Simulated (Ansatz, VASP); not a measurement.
## Two plane-wave programs on MgO

The input INCAR:

```
SYSTEM = MgO
  PREC = Accurate
  ENCUT = 520
  EDIFF = 1E-7
  ISMEAR = 0
  SIGMA = 0.05
  LREAL = .False.
  LASPH = .True.
  NELM = 100
  ALGO = Normal
  ISIF = 2
  LWAVE = .False.
  LCHARG = .False.
  GGA = PE
  NBANDS = 16
```

KPOINTS

```
Automatic mesh
0
Gamma
  8 8 6
  0 0 0
```

POSCAR

```
MgO
1.0
    0.0000000000     -2.1269229054     -2.1269229054
    0.0000000000      2.1269229054     -2.1269229054
    4.2538458108      0.0000000000      0.0000000000
Mg O
2 2
Direct
    0.5000000000      0.5000000000      0.4294755820
    0.0000000000      0.0000000000      0.0705244180
    0.5000000000      0.5000000000      0.0097349675
    0.0000000000      0.0000000000      0.4902650325
```

Input for Ansatz:

```yaml
crystal:
  lattice:
    - [0.0, -2.1269229054, -2.1269229054]
    - [0.0, 2.1269229054, -2.1269229054]
    - [4.2538458108, 0.0, 0.0]
  atoms:
    - { symbol: Mg, position: [0.5, 0.5, 0.429475582] }
    - { symbol: Mg, position: [0.0, 0.0, 0.070524418] }
    - { symbol: O, position: [0.5, 0.5, 0.0097349675] }
    - { symbol: O, position: [0.0, 0.0, 0.4902650325] }
basis:
  ecutwfc: 420
kpoints:
  mp_grid: { grid: [8, 8, 6] }
hamiltonian:
  xc: pbe
scf:
  occupations: { method: gaussian, width: 0.05 }
output:
  forces: true
  stress: true
  eigenvalues: true
```

Change from the starting cell: mode 9 (400.1 1/cm) frozen in, largest displacement -0.300 Å.

Alike in both runs: task single point; functional PBE; k mesh 8 × 8 × 6; occupations gaussian, width 0.05 eV; no spin polarisation.

|  | VASP | Ansatz |
| --- | --- | --- |
| version | VASP 6.6.1 | Ansatz 0.2.0 |
| potentials or method | VASP PAW PBE potentials, release 64 (Mg, O), cutoff 520 eV | scalar-relativistic, plane waves, PAW |
| valence electrons in the cell | 16 | 32 |

|  | VASP | Ansatz | Ansatz less VASP |
| --- | --- | --- | --- |
| gap on the k mesh at the Fermi level (eV) | 4.49 | 4.50 | +0.011 |
| least direct gap on the mesh (eV) | 4.49 | 4.50 | +0.011 |
| pressure (GPa) | 16.8 | 17.0 | +0.23 |
| traceless stress, the component that is largest in VASP (GPa) | 23.62 | 23.09 | -0.535 |
| rms of the force components (eV/Å) | 2.569 | 2.528 | -0.0410 |

Atom by atom the forces differ by 0.042 eV/Å (rms over components). VASP's potentials hold 16 valence electrons a cell and Ansatz's 32, so a difference there can come from the potentials and not from the codes.
